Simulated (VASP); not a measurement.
**Bi2Se3: single point with PBEsol+D3(BJ)**

Bi2Se3:

```
CELL_PARAMETERS angstrom
2.05760 1.18795 9.48127
-2.05760 1.18795 9.48127
0.00000 -2.37591 9.48127
ATOMIC_POSITIONS crystal
Bi 0.40080 0.40080 0.40080
Bi 0.59920 0.59920 0.59920
Se 0.00000 0.00000 0.00000
Se 0.21170 0.21170 0.21170
Se 0.78830 0.78830 0.78830
```

```
Program                : VASP 6.6.1
Task                   : single point
Functional             : PBEsol
Dispersion             : D3(BJ)
Potentials or basis    : VASP PAW PBE potentials, release 64 (Bi_d, Se)
Cutoff                 : 520 eV
k mesh                 : 6 × 6 × 6
Occupations            : fermi-dirac, width 0.05 eV
Spin                   : no spin polarisation
Dipole correction      : no
Further INCAR settings : ALGO = Normal; EDIFF = 1e-06; NBANDS = 32
```

The pressure is -1.2 GPa. The largest force is 0.255 eV/Å, the band gap on the k mesh is 0.13 eV and the dispersion energy per atom is -0.384 eV.

Forces in eV/Å, atoms in the order of the input:
```
Bi   0.000  0.000 -0.254
Bi   0.000  0.000  0.254
Se   0.000  0.000  0.000
Se   0.000  0.000 -0.255
Se   0.000  0.000  0.255
```

Levels at points of the mesh, in eV from the valence-band top:
| k point | band 22 | band 23 | band 24 | band 25 | band 26 | band 27 |
| --- | --- | --- | --- | --- | --- | --- |
| (0.00, 0.00, 0.00) | -1.26 | -1.26 | 0.00 | 0.13 | 1.34 | 1.34 |
| (0.50, 0.00, 0.00) | -2.25 | -1.29 | -0.58 | 0.75 | 1.89 | 2.89 |
| (0.50, 0.50, 0.00) | -1.97 | -1.71 | -1.04 | 1.26 | 1.89 | 2.60 |
| (0.50, 0.50, 0.50) | -1.43 | -1.43 | -0.48 | 0.56 | 1.67 | 1.67 |

Wall time 8 min on 1 thread of Intel(R) Xeon(R) 6975P-C (Granite Rapids), on a shared host, peak memory 0.94 GiB.

Caveat: three body term missing; the PAW data sets were made with another functional, which shifts forces and pressure a little; spin-orbit coupling is left out, which moves the levels of the heavy elements. A k mesh can miss the band edges.
